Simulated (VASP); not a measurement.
# MgS (F-43m) in VASP: a series of runs

The runs below take MgS through single point, with LDA, PBEsol, r2SCAN.

Program: VASP 6.6.1. These are calculated values, not measurements. Logs are shortened: lines on timing, memory, paths and dates and some standing lists are left out, and cuts for length are marked.

## 1. The cell of the first run

Symmetry: F-43m, No. 216, cubic system. Conventional cell: a = 5.704 Å, b = 5.704 Å, c = 5.704 Å, α = 90.00°, β = 90.00°, γ = 90.00°. S (site symmetry -43m) has 4 Mg at 2.47 Å within 3.3 Å. Mg (site symmetry -43m) has 4 S at 2.47 Å within 3.3 Å.

## 2. Single point, LDA

INCAR

```
ALGO = Normal
EDIFF = 1E-6
ENCUT = 520
GGA = CA
ISIF = 2
ISMEAR = -1
LASPH = T
LCHARG = F
LREAL = F
LWAVE = F
NBANDS = 11
NELM = 80
PREC = Accurate
SIGMA = 0.05
```

KPOINTS

```
k-points
0
Gamma
  8 8 8
```

POSCAR

```
MgS
1.0
    0.0000000000      2.8518829780      2.8518829780
    2.8518829780      0.0000000000      2.8518829780
    2.8518829780      2.8518829780      0.0000000000
S Mg
1 1
Direct
    0.2500000000      0.2500000000      0.2500000000
    0.0000000000      0.0000000000      0.0000000000
```

Potentials or basis: VASP PAW LDA potentials, release 64 (S, Mg).

On the command line:

```console
> cat potpaw_LDA.64/S/POTCAR potpaw_LDA.64/Mg/POTCAR > POTCAR
> mpirun -np 1 vasp_std > vasp.out
```

OUTCAR:

```text
EDIFF = 1E-6
   ENCUT = 520
   GGA = CA
   ISIF = 2
   ISMEAR = -1
   LASPH = T
   LREAL = F
   NELM = 80
   PREC = Accurate

 ion  position               nearest neighbor table
   1  0.250  0.250  0.250-   2 2.47   2 2.47   2 2.47   2 2.47
   2  0.000  0.000  0.000-   1 2.47   1 2.47   1 2.47   1 2.47

  LATTYP: Found a face centered cubic cell.
 ALAT       =     5.7037659560

  Lattice vectors:

 A1 = (   0.0000000000,   2.8518829780,   2.8518829780)
 A2 = (   2.8518829780,   0.0000000000,   2.8518829780)
 A3 = (   2.8518829780,   2.8518829780,   0.0000000000)

Analysis of symmetry for initial positions (statically):
=====================================================================
 Subroutine PRICEL returns:
 Original cell was already a primitive cell.

 Routine SETGRP: Setting up the symmetry group for a
 face centered cubic supercell.

 Subroutine GETGRP returns: Found 24 space group operations
 (whereof 24 operations were pure point group operations)
 out of a pool of 48 trial point group operations.

The static configuration has the point symmetry T_d .

Analysis of symmetry for dynamics (positions and initial velocities):
=====================================================================
 Subroutine PRICEL returns:
 Original cell was already a primitive cell.

 Routine SETGRP: Setting up the symmetry group for a
 face centered cubic supercell.

 Subroutine GETGRP returns: Found 24 space group operations
 (whereof 24 operations were pure point group operations)
 out of a pool of 48 trial point group operations.

The dynamic configuration has the point symmetry T_d .

 Subroutine INISYM returns: Found 24 space group operations
 (whereof 24 operations are pure point group operations),
 and found     1 'primitive' translations

----------------------------------------------------------------------------------------

                                     Primitive cell

  volume of cell :      46.3901

  direct lattice vectors                    reciprocal lattice vectors
     0.000000000  2.851882978  2.851882978    -0.175322762  0.175322762  0.175322762
     2.851882978  0.000000000  2.851882978     0.175322762 -0.175322762  0.175322762
     2.851882978  2.851882978  0.000000000     0.175322762  0.175322762 -0.175322762

  length of vectors
     4.033171586  4.033171586  4.033171586     0.303667931  0.303667931  0.303667931

  position of ions in fractional coordinates (direct lattice)
     0.250000000  0.250000000  0.250000000
     0.000000000  0.000000000  0.000000000

  ion indices of the primitive-cell ions
   primitive index   ion index
                 1           1
                 2           2

----------------------------------------------------------------------------------------

 KPOINTS: k-points

Automatic generation of k-mesh.
 Grid dimensions read from file:
 generate k-points for:    8    8    8

 Generating k-lattice:

  Cartesian coordinates                     Fractional coordinates (reciprocal lattice)
    -0.021915345  0.021915345  0.021915345     0.125000000  0.000000000  0.000000000
     0.021915345 -0.021915345  0.021915345     0.000000000  0.125000000  0.000000000
     0.021915345  0.021915345 -0.021915345     0.000000000  0.000000000  0.125000000

  Length of vectors
     0.037958491  0.037958491  0.037958491

  Shift w.r.t. Gamma in fractional coordinates (k-lattice)
     0.000000000  0.000000000  0.000000000

 Subroutine IBZKPT returns following result:
 ===========================================

 Found     29 irreducible k-points:

 Following reciprocal coordinates:
            Coordinates               Weight
  0.000000  0.000000  0.000000      1.000000
  0.125000  0.000000  0.000000      8.000000
  0.250000  0.000000  0.000000      8.000000
  0.375000  0.000000  0.000000      8.000000
  0.500000  0.000000  0.000000      4.000000
  0.125000  0.125000  0.000000      6.000000
[... 16 lines left out ...]
  0.500000  0.250000  0.125000     48.000000
 -0.375000  0.250000  0.125000     24.000000
 [... further k-points ...]
   k-points           NKPTS =     29   k-points in BZ     NKDIM =     29   number of bands    NBANDS=     11
   number of dos      NEDOS =    301   number of ions     NIONS =      2
   total plane-waves  NPLWV =  27000
   dimension x,y,z NGX =    30 NGY =   30 NGZ =   30
   dimension x,y,z NGXF=    60 NGYF=   60 NGZF=   60
   ions per type =               1   1
   NGX,Y,Z   is equivalent  to a cutoff of  12.37, 12.37, 12.37 a.u.
   NGXF,Y,Z  is equivalent  to a cutoff of  24.73, 24.73, 24.73 a.u.
 SYSTEM =  unknown system
   PREC   = accura    normal or accurate (medium, high low for compatibility)
   ISTART =      0    job   : 0-new  1-cont  2-samecut
   ICHARG =      2    charge: 1-file 2-atom 10-const
   ISPIN  =      1    spin polarized calculation?
   LNONCOLLINEAR =      F non collinear calculations
   LSORBIT =      F    spin-orbit coupling
   LASPH  =      T    aspherical Exc in radial PAW
   ENCUT  =  520.0 eV  38.22 Ry    6.18 a.u.   7.50  7.50  7.50*2*pi/ulx,y,z
   NELM   =     80;   NELMIN=  2; NELMDL= -5     # of ELM steps
   EDIFF  = 0.1E-05   stopping-criterion for ELM
   LREAL  =      F    real-space projection
   EDIFFG = 0.1E-04   stopping-criterion for IOM
   NSW    =      0    number of steps for IOM
   IBRION =     -1    ionic relax: 0-MD 1-quasi-New 2-CG
   NFREE  =      0    steps in history (QN), initial steepest desc. (CG)
   ISIF   =      2    stress and relaxation
   ISYM   =      2    0-nonsym 1-usesym 2-fastsym
   POTIM  = 0.5000    time-step for ionic-motion
   TEBEG  =    0.0;   TEEND  =   0.0 temperature during run
   PSTRESS=    0.0 pullay stress
   NELECT =       8.0000    total number of electrons
   NUPDOWN=      -1.0000    fix difference up-down
   EMIN   =  10.00;   EMAX   =-10.00  energy-range for DOS
   EFERMI =   0.00;   METHOD = LEGACY
   ISMEAR =    -1;   SIGMA  =   0.05  broadening in eV -4-tet -1-fermi 0-gaus
   EFERMI_NEDOS =   21; number of points for ismear=-14 and -15
   IALGO  =     38    algorithm
   IMIX   =      4    mixing-type and parameters
     AMIX     =   0.40;   BMIX     =  1.00
     AMIX_MAG =   1.60;   BMIX_MAG =  1.00
  volume/ion in A,a.u.               =      23.20       156.53
  Fermi-wavevector in a.u.,A,eV,Ry     =   0.911234  1.721982 11.297556  0.830347
  Thomas-Fermi vector in A             =   2.035489
   LORBIT       =      0    0 simple, 1 ext, 2 COOP (PROOUT), +10 PAW based schemes
   GGA     = CA    functional components
   LHFCALC =     F    Hartree Fock is set to
   AEXX    =    0.0000 exact exchange contribution
   IVDW    =     0    specifies the selected vdW correction
   LEPSILON=     F    determine dielectric tensor
   LRPA    =     F    only Hartree local field effects (RPA)
 non-spin polarized calculation
  energy-cutoff  :      520.00
  volume of cell :       46.39
 maximum number of plane-waves:      1283
 NGX is ok and might be reduce to    30
   NGX = 15   NGY = 15   NGZ = 15

 number of electron       8.0000001 magnetization

 Free energy of the ion-electron system (eV)
  ---------------------------------------------------
  ext. energy  EPLUGINS =         0.00000000
  ---------------------------------------------------
  free energy    TOTEN  =        -9.36111794 eV

  energy without entropy =       -9.36111794  energy(sigma->0) =       -9.36111794

 E-fermi :   1.7748     XC(G=0):  -8.6778

 val. band max:        0.7564240170   @ k =   0.0000   0.0000   0.0000
 cond. band min:       3.8426859473   @ k =   0.0000   0.0000   0.0000
 fundamental gap:      3.0862619303
 Fermi energy:         1.7747752834

 k-point     1 :       0.0000    0.0000    0.0000
  band No.  band energies     occupation
      1     -10.4095      2.00000
      2       0.7564      2.00000
      3       0.7564      2.00000
      4       0.7564      2.00000
      5       3.8427      0.00000
      6       8.4660      0.00000
      7       8.4660      0.00000
      8       8.4660      0.00000
      9      11.4514      0.00000
     10      11.4514      0.00000
     11      13.9271      0.00000

 k-point     2 :       0.1250    0.0000    0.0000
  band No.  band energies     occupation
      1     -10.3237      2.00000
      2       0.0542      2.00000
      3       0.7029      2.00000
      4       0.7029      2.00000
      5       4.5211      0.00000
      6       8.2595      0.00000
      7       8.6398      0.00000
      8       8.6398      0.00000
      9      10.9693      0.00000
     10      10.9693      0.00000
     11      13.4666      0.00000

 k-point     3 :       0.2500    0.0000    0.0000
  band No.  band energies     occupation
      1     -10.1017      2.00000
      2      -1.1186      2.00000
      3       0.5823      2.00000
      4       0.5823      2.00000
      5       5.3835      0.00000
      6       8.2549      0.00000
      7       8.6879      0.00000
      8       8.6879      0.00000
      9      10.9920      0.00000
     10      10.9920      0.00000
     11      12.6104      0.00000

 k-point     4 :       0.3750    0.0000    0.0000
  band No.  band energies     occupation
      1      -9.8536      2.00000
      2      -2.0350      2.00000
      3       0.4720      2.00000
      4       0.4720      2.00000
      5       5.5723      0.00000
      6       8.3499      0.00000
      7       8.3499      0.00000
      8       8.7842      0.00000
      9      12.2659      0.00000
     10      12.2659      0.00000
     11      12.5802      0.00000

 k-point     5 :       0.5000    0.0000    0.0000
  band No.  band energies     occupation
      1      -9.7412      2.00000
      2      -2.3816      2.00000
      3       0.4290      2.00000
      4       0.4290      2.00000
      5       5.5454      0.00000
      6       8.1844      0.00000
      7       8.1844      0.00000
      8       9.0211      0.00000
      9      13.1506      0.00000
     10      13.7936      0.00000
     11      13.7936      0.00000
[... 211 lines left out ...]
 k-point    21 :       0.5000    0.5000    0.0000
  band No.  band energies     occupation
      1      -9.5258      2.00000
      2      -2.0671      2.00000
      3      -0.2757      2.00000
      4      -0.2757      2.00000
      5       4.4318      0.00000
      6       6.1552      0.00000
      7      11.4353      0.00000
      8      12.5855      0.00000
      9      12.5855      0.00000
     10      14.4918      0.00000
     11      14.4922      0.00000

 k-point    22 :       0.3750    0.2500    0.1250
  band No.  band energies     occupation
      1      -9.9301      2.00000
      2      -1.3254      2.00000
      3      -0.0901      2.00000
      4       0.3777      2.00000
      5       6.1664      0.00000
      6       7.4015      0.00000
      7       8.1258      0.00000
      8       9.6955      0.00000
      9      10.2467      0.00000
     10      12.9074      0.00000
     11      14.8481      0.00000

 k-point    23 :       0.5000    0.2500    0.1250
  band No.  band energies     occupation
      1      -9.7243      2.00000
      2      -1.8193      2.00000
      3      -0.4421      2.00000
      4       0.2018      2.00000
      5       6.4825      0.00000
      6       7.2450      0.00000
      7       8.3794      0.00000
      8       9.5632      0.00000
      9      11.3364      0.00000
     10      13.8683      0.00000
     11      14.5800      0.00000

 k-point    24 :      -0.3750    0.2500    0.1250
  band No.  band energies     occupation
      1      -9.6329      2.00000
      2      -2.0315      2.00000
      3      -0.5481      2.00000
      4       0.1077      2.00000
      5       6.5777      0.00000
      6       6.9603      0.00000
      7       9.1826      0.00000
      8       9.3862      0.00000
      9      11.8251      0.00000
     10      13.2788      0.00000
     11      14.6779      0.00000

 [... further k-points ...]
[... 5 lines left out ...]
  --------------------------------------------------------------------------------------
  -------------------------------------------------------------------------------------
  Total       -1.0194674     -1.0194674     -1.0194674      0.0000000      0.0000000      0.0000000
  in kB      -35.2094172    -35.2094172    -35.2094172      0.0000000      0.0000000      0.0000000
  external PRESSURE =     -35.2094172 kB  Pullay stress =       0.0000000 kB

 VOLUME and BASIS-vectors are now :
 -----------------------------------------------------------------------------
  energy-cutoff  :      520.00
  volume of cell :       46.39
      direct lattice vectors                 reciprocal lattice vectors
     0.000000000  2.851882978  2.851882978    -0.175322762  0.175322762  0.175322762
     2.851882978  0.000000000  2.851882978     0.175322762 -0.175322762  0.175322762
     2.851882978  2.851882978  0.000000000     0.175322762  0.175322762 -0.175322762

 POSITION                                       TOTAL-FORCE (eV/Angst)
 -----------------------------------------------------------------------------------
      1.42594      1.42594      1.42594        -0.000000     -0.000000     -0.000000
      0.00000      0.00000      0.00000         0.000000      0.000000      0.000000
 -----------------------------------------------------------------------------------
    total drift:                                0.000000      0.000000      0.000000

  FREE ENERGIE OF THE ION-ELECTRON SYSTEM (eV)
  ---------------------------------------------------
  free  energy   TOTEN  =        -9.3611179446 eV

  energy  without entropy=       -9.3611179445  energy(sigma->0) =       -9.36111794
```

It took 7.6 s on 1 thread of Intel Xeon Platinum 8488C (Sapphire Rapids), shared host; peak memory 0.15 GiB.

What came out:

* Free energy: -9.3611 eV
* Pressure: -3.5 GPa
* Band gap on the k mesh: 3.09 eV, direct

## 3. Single point, PBEsol

INCAR

```
SYSTEM = MgS
PREC = Accurate ; ENCUT = 520
EDIFF = 1E-6 ; ISMEAR = -1
SIGMA = 0.05 ; LREAL = .FALSE.
LASPH = .TRUE. ; NELM = 60
ALGO = Normal ; ISIF = 2
LWAVE = .FALSE. ; LCHARG = .FALSE.
GGA = PS ; NBANDS = 11
```

KPOINTS

```
regular mesh
0
G
  8 8 8
  0 0 0
```

POSCAR is that of step 2.

Potentials or basis: VASP PAW PBE potentials, release 64 (S, Mg).

On the command line:

```console
> cat potpaw_PBE.64/S/POTCAR potpaw_PBE.64/Mg/POTCAR > POTCAR
> mpirun -np 1 vasp_std > vasp.out
```

It took 9.1 s on 1 thread of Intel Xeon Platinum 8488C (Sapphire Rapids), shared host; peak memory 0.17 GiB.

Results (log left out):

| Item | Value |
| --- | --- |
| Free energy | -8.9111 eV |
| Pressure | -1.6 GPa |
| Band gap on the k mesh | 3.19 eV, direct |

Levels at points of the mesh, in eV from the valence-band top:
```tsv
k point	band 1	band 2	band 3	band 4	band 5	band 6	band 7	band 8	band 9
(0.00, 0.00, 0.00)	-11.20	0.00	0.00	0.00	3.19	7.82	7.82	7.82	10.74
(0.50, 0.00, 0.00)	-10.54	-3.11	-0.32	-0.32	4.92	7.51	7.51	8.32	12.54
(0.50, 0.50, 0.00)	-10.32	-2.79	-1.02	-1.02	3.73	5.52	10.82	11.98	11.98
```

Caveat: the PAW data sets were made with another functional, which shifts forces and pressure a little.

## 4. Single point, r2SCAN

This run uses another cell than the first one, of 21.38 Å³/atom, 0.922 times its volume.

POSCAR

```
MgS
1.0
    0.0000000000      2.7752850422      2.7752850422
    2.7752850422      0.0000000000      2.7752850422
    2.7752850422      2.7752850422      0.0000000000
S Mg
1 1
Direct
    0.2500000000      0.2500000000      0.2500000000
    0.0000000000      0.0000000000      0.0000000000
```

INCAR.step1

```
PREC = Accurate ; ENCUT = 520
ISMEAR = -1 ; SIGMA = 0.05
LREAL = F ; LASPH = T
NELM = 80 ; NBANDS = 11
GGA = PE ; ALGO = Normal
EDIFF = 1E-4 ; LWAVE = T
LCHARG = F
```

INCAR.step2

```
PREC = Accurate ; ENCUT = 520
EDIFF = 1E-7 ; ISMEAR = -1
SIGMA = 0.05 ; LREAL = F
LASPH = T ; NELM = 80
ALGO = Normal ; ISIF = 2
LWAVE = F ; LCHARG = F
METAGGA = R2SCAN ; LMIXTAU = T
NBANDS = 11 ; ISTART = 1
```

KPOINTS

```
Automatic mesh
0
Gamma
  8 8 8
```

On the command line:

```console
> cat potpaw_PBE.64/S/POTCAR potpaw_PBE.64/Mg/POTCAR > POTCAR
> cp INCAR.step1 INCAR
> mpirun -np 1 vasp_std > vasp.out
> cp INCAR.step2 INCAR
> mpirun -np 1 vasp_std > vasp.out
```

Wall time 49 s (1 thread of Intel Xeon Platinum 8488C (Sapphire Rapids), shared host); peak memory 0.18 GiB.

Results (log left out):

* Free energy: -15.4235 eV
* Pressure: 3.7 GPa
* Band gap on the k mesh: 4.27 eV, indirect (least direct gap 4.45 eV)

Levels at points of the mesh, in eV from the valence-band top:
```
           k point  band 2  band 3  band 4  band 5  band 6  band 7
(0.00, 0.00, 0.00)    0.00    0.00    0.00    4.45    8.75    8.75
(0.50, 0.00, 0.00)   -3.36   -0.35   -0.35    6.01    8.29    8.29
(0.50, 0.50, 0.00)   -3.00   -1.12   -1.12    4.27    6.34   12.77
```

Caveat: the PAW data sets were made with another functional, which shifts forces and pressure a little.

## 5. Single point, r2SCAN

This run uses another cell than the first one, of 21.83 Å³/atom, 0.941 times its volume.

POSCAR

```
MgS
1.0
    0.0000000000      2.7948299470      2.7948299470
    2.7948299470      0.0000000000      2.7948299470
    2.7948299470      2.7948299470      0.0000000000
S Mg
1 1
Direct
    0.2500000000      0.2500000000      0.2500000000
    0.0000000000      0.0000000000      0.0000000000
```

INCAR.step1

```
SYSTEM = MgS
  PREC = Accurate
  ENCUT = 520
  ISMEAR = -1
  SIGMA = 0.05
  LREAL = .FALSE.
  LASPH = .TRUE.
  NELM = 100
  NBANDS = 11
  GGA = PE
  ALGO = Normal
  EDIFF = 1E-4
  LWAVE = .TRUE.
  LCHARG = .FALSE.
```

INCAR.step2

```
SYSTEM = MgS
  PREC = Accurate
  ENCUT = 520
  EDIFF = 1E-6
  ISMEAR = -1
  SIGMA = 0.05
  LREAL = .FALSE.
  LASPH = .TRUE.
  NELM = 100
  ALGO = Normal
  ISIF = 2
  LWAVE = .FALSE.
  LCHARG = .TRUE.
  METAGGA = R2SCAN
  LMIXTAU = .TRUE.
  LELF = .TRUE.
  LVHAR = .TRUE.
  NBANDS = 11
  ISTART = 1
```

KPOINTS

```
Automatic mesh
0
G
  8 8 8
  0 0 0
```

On the command line:

```console
> cat potpaw_PBE.64/S/POTCAR potpaw_PBE.64/Mg/POTCAR > POTCAR
> cp INCAR.step1 INCAR
> mpirun -np 1 vasp_std > vasp.out
> cp INCAR.step2 INCAR
> mpirun -np 1 vasp_std > vasp.out
```

Run time: 48 s. Hardware: 1 thread of Intel Xeon Platinum 8488C (Sapphire Rapids), shared host; peak memory 0.17 GiB.

The run converged. Its results:

```
Free energy            : -15.4405 eV
Pressure               : 2.2 GPa
Band gap on the k mesh : 4.29 eV, indirect (least direct gap 4.34 eV)
```

Levels at points of the mesh, in eV from the valence-band top:
| k point | band 2 | band 3 | band 4 | band 5 | band 6 | band 7 |
| --- | --- | --- | --- | --- | --- | --- |
| (0.00, 0.00, 0.00) | 0.00 | 0.00 | 0.00 | 4.34 | 8.69 | 8.69 |
| (0.50, 0.00, 0.00) | -3.28 | -0.34 | -0.34 | 5.94 | 8.27 | 8.27 |
| (0.50, 0.50, 0.00) | -2.93 | -1.10 | -1.10 | 4.29 | 6.31 | 12.54 |

Caveat: the PAW data sets were made with another functional, which shifts forces and pressure a little. A k mesh can miss the band edges.

## 6. Overview

| level | potentials or basis | cell | gap on the mesh (eV) | pressure (GPa) |
| --- | --- | --- | --- | --- |
| LDA | VASP PAW LDA potentials, release 64 (S, Mg) | a = 4.033 Å, angles 60.0°, 2 atoms | 3.09 | -3.5 |
| PBEsol | VASP PAW PBE potentials, release 64 (S, Mg) | a = 4.033 Å, angles 60.0°, 2 atoms | 3.19 | -1.6 |
| r2SCAN | VASP PAW PBE potentials, release 64 (S, Mg) | a = 3.925 Å, angles 60.0°, 2 atoms | 4.27 | 3.7 |
| r2SCAN | VASP PAW PBE potentials, release 64 (S, Mg) | a = 3.952 Å, angles 60.0°, 2 atoms | 4.29 | 2.2 |

Alike in all rows: task single point; no spin polarisation; k mesh 8 × 8 × 8; cutoff (eV) 520; smearing fermi-dirac 0.05 eV.

Caveats: the PAW data sets were made with another functional, which shifts forces and pressure a little (some runs).

Absolute energies hang on the potentials; compare differences alone.
